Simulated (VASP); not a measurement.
Write the native input for VASP 6.6.1 that does the following.

```yaml
Task: single point
Functional: PBE
Potentials_or_basis: VASP PAW PBE potentials, release 64 (Mn_pv, H)
Cutoff: 520 eV
k_mesh: 12 × 12 × 12
Occupations: gaussian, width 0.1 eV
Spin: collinear spin
Starting_moments: "[3.16, -0.63, 0.0, 0.0, 0.0] μB"
Dipole_correction: no
Further_INCAR_settings: ALGO = Fast; EDIFF = 1e-07; NBANDS = 20
```

The structure of MnH4 lies in POSCAR:

```
MnH4
1.0
    3.4027636686      0.0000000000      0.0000000000
    0.0000000000      3.4027636686      0.0000000000
    0.0000000000      0.0000000000      3.4027636686
Mn H
1 4
Direct
    0.5000000000      0.5000000000      0.5000000000
    0.0000000000      0.0000000000      0.0000000000
    0.5000000000      0.5000000000      0.0000000000
    0.5000000000      0.0000000000      0.5000000000
    0.0000000000      0.5000000000      0.5000000000
```

The cell was generated, and may not be a known phase.

One way to write it, as run:

INCAR

```
SYSTEM = MnH4
ALGO = Fast ; EDIFF = 1E-7
ENCUT = 520 ; GGA = PE
ISIF = 2 ; ISMEAR = 0
ISPIN = 2 ; LASPH = .TRUE.
LCHARG = .FALSE. ; LMAXMIX = 4
LORBIT = 11 ; LREAL = .FALSE.
LWAVE = .FALSE. ; MAGMOM = 3.16 -0.63 0 0 0
NBANDS = 20 ; NELM = 150
PREC = Accurate ; SIGMA = 0.1
```

KPOINTS

```
k-points
0
G
  12 12 12
  0 0 0
```

Potentials or basis: VASP PAW PBE potentials, release 64 (Mn_pv, H).

Command:

```sh
$ cat potpaw_PBE.64/Mn_pv/POTCAR potpaw_PBE.64/H/POTCAR > POTCAR
$ mpirun -np 1 vasp_std > vasp.out
```

Results of the run:

```
Pressure                                              : -0.1 GPa
Net moment                                            : 2.90 μB per cell
Site moments                                          : Mn +3.56; H -0.30, -0.05 (each value once) μB
Valence electrons inside the program's atomic spheres : Mn 11.56; H 0.37, 0.57 (each value once)
```

Run time: 2.2 min on 1 thread of Oxide Virtual Turin-like Processor (shared host), peak memory 0.2 GiB.
